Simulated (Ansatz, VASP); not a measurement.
## Two plane-wave programs on Mo3H

```
H Mo
1.0
     4.61546    0.00000    0.00000
    -2.30773    3.99710    0.00000
     0.00000    0.00000    3.29853
H Mo
1 3
Direct
  0.00000 0.00000 0.00000
  0.33333 0.66667 0.50000
  0.66667 0.33333 0.50000
  0.00000 0.00000 0.50000
```

Alike in both runs: functional PBE; k mesh 5 × 5 × 5; occupations gaussian, width 0.2 eV; no spin polarisation.

Ansatz relaxed the structure, and its values are those at the end. VASP's run is a single point on that final structure, the one shown.

|  | VASP | Ansatz |
| --- | --- | --- |
| version | VASP 6.6.1 | Ansatz 0.2.0 |
| potentials or method | VASP PAW PBE potentials, release 64 (H, Mo_sv), cutoff 520 eV | scalar-relativistic, plane waves, PAW |
| valence electrons in the cell | 43 | 43 |

```tsv
	VASP	Ansatz	Ansatz less VASP
gap on the k mesh at the Fermi level (eV)	none	none	-
pressure (GPa)	0.3	0.0	-0.28
```

A gap of «none» marks a metal or a gap that the smearing closes.

The k mesh is coarse, so the values compare programs but aren't converged.
